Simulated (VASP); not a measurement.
# Sb2PdN4 (P1) in VASP: single point with PBEsol

Aim: the single point of Sb2PdN4 with PBEsol.

Everything below comes from runs of VASP 6.6.1. Logs are shortened: lines on timing, memory, paths and dates and some standing lists are left out, and cuts for length are marked.

**1. The cell of the first run**

The typed cell holds 7 atoms: a = 6.656 Å, b = 6.293 Å, c = 6.536 Å, α = 143.83°, β = 145.33°, γ = 49.43°.

**2. Single point, PBEsol**

The input, INCAR:

```
SYSTEM = Sb2PdN4
  PREC = Accurate
  ENCUT = 520
  EDIFF = 1E-6
  ISMEAR = -1
  SIGMA = 0.05
  LREAL = .FALSE.
  LASPH = .TRUE.
  NELM = 80
  ALGO = Normal
  ISIF = 2
  LWAVE = .FALSE.
  LCHARG = .FALSE.
  GGA = PS
  NBANDS = 29
```

The input, KPOINTS:

```
Automatic mesh
0
G
  6 6 6
  0 0 0
```

The input, POSCAR:

```
Sb2PdN4
1.0
   -2.0660742493      2.0646488886      5.9809202331
    1.7945964034     -1.7399076016      5.7755048874
    2.1915533552      1.8638682299     -5.8683788494
Sb Pd N
2 1 4
Direct
    0.7356545159      0.6648761488      0.0518258500
    0.4125560254      0.4132232847      0.1175928435
   -0.0185897155      0.0189907534      0.0145957324
   -0.1678571392      0.5508961430      0.3619480464
    0.4271587652     -0.0044427889      0.5566566943
    0.8828286879      0.5771803078     -0.2086441146
    0.2528503379      0.3695762144      0.2835375031
```

Potentials or basis: VASP PAW PBE potentials, release 64 (Sb, Pd, N).

On the command line:

```
$ cat potpaw_PBE.64/Sb/POTCAR potpaw_PBE.64/Pd/POTCAR potpaw_PBE.64/N/POTCAR > POTCAR
$ mpirun -np 1 vasp_std > vasp.out
```

OUTCAR:

```text
SYSTEM = Sb2PdN4
   PREC = Accurate
   ENCUT = 520
   EDIFF = 1E-6
   ISMEAR = -1
   LREAL = .FALSE.
   LASPH = .TRUE.
   NELM = 80
   ISIF = 2
   GGA = PS

 ion  position               nearest neighbor table
   1  0.736  0.665  0.052-   4 2.15   6 2.16   7 2.27   7 2.29   3 3.11   2 3.41   2 3.41   2 3.47
                             3 3.52   2 3.74
   2  0.413  0.413  0.118-   6 2.11   6 2.12   4 2.16   5 2.17   5 2.25   7 2.27   3 3.07   3 3.16
                             3 3.20   1 3.41   1 3.41   1 3.47   3 3.57   1 3.74
   3  0.981  0.019  0.015-   5 2.09   4 2.10   5 2.10   4 2.11   6 2.13   7 2.22   2 3.07   1 3.11
                             2 3.16   2 3.20   1 3.52   2 3.57
   4  0.832  0.551  0.362-   3 2.10   3 2.11   1 2.15   2 2.16
   5  0.427  0.996  0.557-   3 2.09   3 2.10   2 2.17   2 2.25
   6  0.883  0.577  0.791-   2 2.11   2 2.12   3 2.13   1 2.16
   7  0.253  0.370  0.284-   3 2.22   2 2.27   1 2.27   1 2.29

  LATTYP: Found a triclinic cell.
 ALAT       =     3.9891580200
 B/A-ratio  =     1.4471926502
 C/A-ratio  =     1.6685321008
 COS(alpha) =     0.0002695468
 COS(beta)  =     0.3214530636
 COS(gamma) =     0.7334037438

  Lattice vectors:

 A1 = (  -3.9861497586,  -0.1239606283,   0.0928739620)
 A2 = (  -4.1116288645,  -4.0524777468,  -0.0196674217)
 A3 = (  -2.0660742493,   2.0646488886,   5.9809202331)

Analysis of symmetry for initial positions (statically):
=====================================================================
 Subroutine PRICEL returns:
 Original cell was already a primitive cell.

 Routine SETGRP: Setting up the symmetry group for a
 triclinic supercell.

 Subroutine GETGRP returns: Found  1 space group operations
 (whereof  1 operations were pure point group operations)
 out of a pool of  2 trial point group operations.

The static configuration has the point symmetry C_1 .

Analysis of symmetry for dynamics (positions and initial velocities):
=====================================================================
 Subroutine PRICEL returns:
 Original cell was already a primitive cell.

 Routine SETGRP: Setting up the symmetry group for a
 triclinic supercell.

 Subroutine GETGRP returns: Found  1 space group operations
 (whereof  1 operations were pure point group operations)
 out of a pool of  2 trial point group operations.

The dynamic configuration has the point symmetry C_1 .

 Subroutine INISYM returns: Found  1 space group operations
 (whereof  1 operations are pure point group operations),
 and found     1 'primitive' translations

----------------------------------------------------------------------------------------

                                     Primitive cell

  volume of cell :      91.8332

  direct lattice vectors                    reciprocal lattice vectors
    -2.066074249  2.064648889  5.980920233    -0.006036412  0.252508851  0.077945565
     1.794596403 -1.739907602  5.775504887     0.253326533 -0.010704182  0.091205330
     2.191553355  1.863868230 -5.868378849     0.243165168  0.246816587 -0.001202541

  length of vectors
     6.656038211  6.293195644  6.535654612     0.264334389  0.269457462  0.346481129

  position of ions in fractional coordinates (direct lattice)
     0.735654516  0.664876149  0.051825850
     0.412556025  0.413223285  0.117592843
     0.981410285  0.018990753  0.014595732
     0.832142861  0.550896143  0.361948046
     0.427158765  0.995557211  0.556656694
     0.882828688  0.577180308  0.791355885
     0.252850338  0.369576214  0.283537503

  ion indices of the primitive-cell ions
   primitive index   ion index
                 1           1
                 2           2
                 3           3
                 4           4
                 5           5
                 6           6
                 7           7

----------------------------------------------------------------------------------------

 KPOINTS: Automatic mesh

Automatic generation of k-mesh.
 Grid dimensions read from file:
 generate k-points for:    6    6    6

 Generating k-lattice:

  Cartesian coordinates                     Fractional coordinates (reciprocal lattice)
    -0.001006069  0.042084808  0.012990928     0.166666667  0.000000000  0.000000000
     0.042221089 -0.001784030  0.015200888    -0.000000000  0.166666667  0.000000000
     0.040527528  0.041136098 -0.000200423     0.000000000 -0.000000000  0.166666667

  Length of vectors
     0.044055731  0.044909577  0.057746855

  Shift w.r.t. Gamma in fractional coordinates (k-lattice)
     0.000000000  0.000000000  0.000000000

 Subroutine IBZKPT returns following result:
 ===========================================

 Found    112 irreducible k-points:

 Following reciprocal coordinates:
            Coordinates               Weight
  0.000000  0.000000  0.000000      1.000000
  0.166667  0.000000 -0.000000      2.000000
  0.333333  0.000000 -0.000000      2.000000
  0.500000  0.000000 -0.000000      1.000000
 -0.000000  0.166667  0.000000      2.000000
  0.166667  0.166667  0.000000      2.000000
[... 16 lines left out ...]
  0.333333 -0.000000  0.166667      2.000000
  0.500000  0.000000  0.166667      2.000000
 [... further k-points ...]
   k-points           NKPTS =    112   k-points in BZ     NKDIM =    112   number of bands    NBANDS=     29
   number of dos      NEDOS =    301   number of ions     NIONS =      7
   total plane-waves  NPLWV = 120000
   dimension x,y,z NGX =    50 NGY =   48 NGZ =   50
   dimension x,y,z NGXF=   100 NGYF=   96 NGZF=  100
   ions per type =               2   1   4
   NGX,Y,Z   is equivalent  to a cutoff of  12.49, 12.68, 12.72 a.u.
   NGXF,Y,Z  is equivalent  to a cutoff of  24.98, 25.36, 25.44 a.u.
 SYSTEM =  Sb2PdN4
   PREC   = accura    normal or accurate (medium, high low for compatibility)
   ISTART =      0    job   : 0-new  1-cont  2-samecut
   ICHARG =      2    charge: 1-file 2-atom 10-const
   ISPIN  =      1    spin polarized calculation?
   LNONCOLLINEAR =      F non collinear calculations
   LSORBIT =      F    spin-orbit coupling
   LASPH  =      T    aspherical Exc in radial PAW
   ENCUT  =  520.0 eV  38.22 Ry    6.18 a.u.  12.38 11.70 12.15*2*pi/ulx,y,z
   NELM   =     80;   NELMIN=  2; NELMDL= -5     # of ELM steps
   EDIFF  = 0.1E-05   stopping-criterion for ELM
   LREAL  =      F    real-space projection
   EDIFFG = 0.1E-04   stopping-criterion for IOM
   NSW    =      0    number of steps for IOM
   IBRION =     -1    ionic relax: 0-MD 1-quasi-New 2-CG
   NFREE  =      0    steps in history (QN), initial steepest desc. (CG)
   ISIF   =      2    stress and relaxation
   ISYM   =      2    0-nonsym 1-usesym 2-fastsym
   POTIM  = 0.5000    time-step for ionic-motion
   TEBEG  =    0.0;   TEEND  =   0.0 temperature during run
   PSTRESS=    0.0 pullay stress
   NELECT =      40.0000    total number of electrons
   NUPDOWN=      -1.0000    fix difference up-down
   EMIN   =  10.00;   EMAX   =-10.00  energy-range for DOS
   EFERMI =   0.00;   METHOD = LEGACY
   ISMEAR =    -1;   SIGMA  =   0.05  broadening in eV -4-tet -1-fermi 0-gaus
   EFERMI_NEDOS =   21; number of points for ismear=-14 and -15
   IALGO  =     38    algorithm
   IMIX   =      4    mixing-type and parameters
     AMIX     =   0.40;   BMIX     =  1.00
     AMIX_MAG =   1.60;   BMIX_MAG =  1.00
  volume/ion in A,a.u.               =      13.12        88.53
  Fermi-wavevector in a.u.,A,eV,Ry     =   1.240971  2.345095 20.953089  1.540009
  Thomas-Fermi vector in A             =   2.375389
   LORBIT       =      0    0 simple, 1 ext, 2 COOP (PROOUT), +10 PAW based schemes
   GGA     = PS    functional components
   LHFCALC =     F    Hartree Fock is set to
   AEXX    =    0.0000 exact exchange contribution
   IVDW    =     0    specifies the selected vdW correction
   LEPSILON=     F    determine dielectric tensor
   LRPA    =     F    only Hartree local field effects (RPA)
 non-spin polarized calculation
  energy-cutoff  :      520.00
  volume of cell :       91.83
 maximum number of plane-waves:      2498
 NGX is ok and might be reduce to    50
   NGX = 25   NGY = 23   NGZ = 25

 number of electron      40.0000002 magnetization

 Free energy of the ion-electron system (eV)
  ---------------------------------------------------
  ext. energy  EPLUGINS =         0.00000000
  ---------------------------------------------------
  free energy    TOTEN  =       -42.99561075 eV

  energy without entropy =      -42.98433271  energy(sigma->0) =      -42.98997173

 E-fermi :   8.3540     XC(G=0): -11.5830

 val. band max:        8.3199421387   @ k =   0.5000   0.5000   0.5000
 cond. band min:       8.3577944388   @ k =  -0.1667  -0.3333   0.1667
 fundamental gap:      0.0378523001
 Fermi energy:         8.3540219185

 k-point     1 :       0.0000    0.0000    0.0000
  band No.  band energies     occupation
      1      -9.3709      2.00000
      2      -6.4468      2.00000
      3      -6.0840      2.00000
      4      -5.0216      2.00000
      5      -0.4179      2.00000
      6       0.8985      2.00000
[... 21 lines left out ...]
     28      15.0048      0.00000
     29      15.2376      0.00000

 k-point     2 :       0.1667    0.0000   -0.0000
  band No.  band energies     occupation
      1      -9.1564      2.00000
      2      -6.5970      2.00000
      3      -5.7796      2.00000
      4      -5.2569      2.00000
      5      -1.0107      2.00000
      6       0.4256      2.00000
[... 21 lines left out ...]
     28      14.8777      0.00000
     29      15.2803      0.00000

 k-point     3 :       0.3333    0.0000   -0.0000
  band No.  band energies     occupation
      1      -8.5531      2.00000
      2      -6.8043      2.00000
      3      -5.9527      2.00000
      4      -5.2648      2.00000
      5      -1.6138      2.00000
      6      -0.2171      2.00000
[... 638 lines left out ...]
      5      -1.6547      2.00000
      6      -0.8877      2.00000
[... 21 lines left out ...]
     28      15.5211      0.00000
     29      15.8038      0.00000

 k-point    24 :       0.5000    0.0000    0.1667
  band No.  band energies     occupation
      1      -8.3292      2.00000
      2      -6.8575      2.00000
      3      -6.0596      2.00000
      4      -5.1691      2.00000
      5      -1.4518      2.00000
      6      -0.5816      2.00000
[... 21 lines left out ...]
     28      15.0492      0.00000
     29      15.8524      0.00000

 [... further k-points ...]

------------------------ aborting loop because EDIFF is reached ----------------------------------------

  FORCE on cell =-STRESS in cart. coord.  units (eV):
  Direction    XX          YY          ZZ          XY          YZ          ZX
  --------------------------------------------------------------------------------------
  -------------------------------------------------------------------------------------
  Total       -0.0877154     -0.0118001     -0.0556942      0.0244620      0.0142236     -0.0034928
  in kB       -1.5303360     -0.2058713     -0.9716750      0.4267784      0.2481540     -0.0609382
  external PRESSURE =      -0.9026274 kB  Pullay stress =       0.0000000 kB

 VOLUME and BASIS-vectors are now :
 -----------------------------------------------------------------------------
  energy-cutoff  :      520.00
  volume of cell :       91.83
      direct lattice vectors                 reciprocal lattice vectors
    -2.066074249  2.064648889  5.980920233    -0.006036412  0.252508851  0.077945565
     1.794596403 -1.739907602  5.775504887     0.253326533 -0.010704182  0.091205330
     2.191553355  1.863868230 -5.868378849     0.243165168  0.246816587 -0.001202541

 POSITION                                       TOTAL-FORCE (eV/Angst)
 -----------------------------------------------------------------------------------
     -0.21315      0.45864      7.93575         0.000792     -0.007492      0.009658
      0.14691      0.35199      4.16396        -0.034773     -0.005537     -0.011301
     -1.96160      2.02043      5.89376         0.005888     -0.005460     -0.003720
      0.06260      1.43420      6.03464         0.002074      0.017407     -0.013928
      2.12402      0.18729      5.03798         0.007024      0.000237      0.005367
      0.94611      2.29347      3.96966         0.017541      0.001176      0.012991
      0.76222      0.40750      1.98286         0.001454     -0.000331      0.000932
 -----------------------------------------------------------------------------------
    total drift:                                0.000395     -0.000266      0.000337

  FREE ENERGIE OF THE ION-ELECTRON SYSTEM (eV)
  ---------------------------------------------------
  free  energy   TOTEN  =       -42.9956107520 eV

  energy  without entropy=      -42.9843327095  energy(sigma->0) =      -42.98997173
```

It took 18 min on 1 thread of Oxide Virtual Turin-like, shared host; peak memory 0.5 GiB.

What came out:

```
Free energy            : -42.9956 eV
Pressure               : -0.1 GPa
Largest force          : 0.037 eV/Å
Band gap on the k mesh : zero (bands 20 and 21 overlap by 0.21 eV)
```

Forces in eV/Å, atoms in the order of the input:
```
Sb   0.001 -0.007  0.010
Sb  -0.035 -0.006 -0.011
Pd   0.006 -0.005 -0.004
N    0.002  0.017 -0.014
N    0.007  0.000  0.005
N    0.018  0.001  0.013
N    0.001  0.000  0.001
```

Caveat: the PAW data sets were made with another functional, which shifts forces and pressure a little; spin-orbit coupling is left out, which moves the levels of the heavy elements.

The gap in the log of VASP goes by the Fermi energy; the results here count the filled bands.